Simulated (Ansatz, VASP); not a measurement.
Two plane-wave programs on Hf

```
CELL_PARAMETERS angstrom
-1.71475 1.71475 1.75988
1.71475 -1.71475 1.75988
1.71475 1.71475 -1.75988
ATOMIC_POSITIONS crystal
Hf 0.00000 0.00000 0.00000
```

Change from the starting cell: strain -0.050 along x and y, -0.025 along z, atoms carried along.

Alike in both runs: task single point; functional PBEsol; k mesh 18 × 18 × 18; occupations gaussian, width 0.15 eV; no spin polarisation.

|  | VASP | Ansatz |
| --- | --- | --- |
| version | VASP 6.6.1 | Ansatz 0.2.0 |
| potentials or method | VASP PAW PBE potentials, release 64 (Hf_pv), cutoff 520 eV | scalar-relativistic, plane waves, PAW |
| valence electrons in the cell | 10 | 26 |

|  | VASP | Ansatz | Ansatz less VASP |
| --- | --- | --- | --- |
| gap on the k mesh at the Fermi level (eV) | none | none | - |
| pressure (GPa) | 2.9 | 3.1 | +0.24 |
| traceless stress, the component that is largest in VASP (GPa) | 0.65 | 0.61 | -0.042 |

VASP's potentials were made for PBE, not for PBEsol. A gap of «none» marks a metal or a gap that the smearing closes. VASP's potentials hold 10 valence electrons a cell and Ansatz's 26, so a difference there can come from the potentials and not from the codes.

Spin-orbit coupling is off throughout.
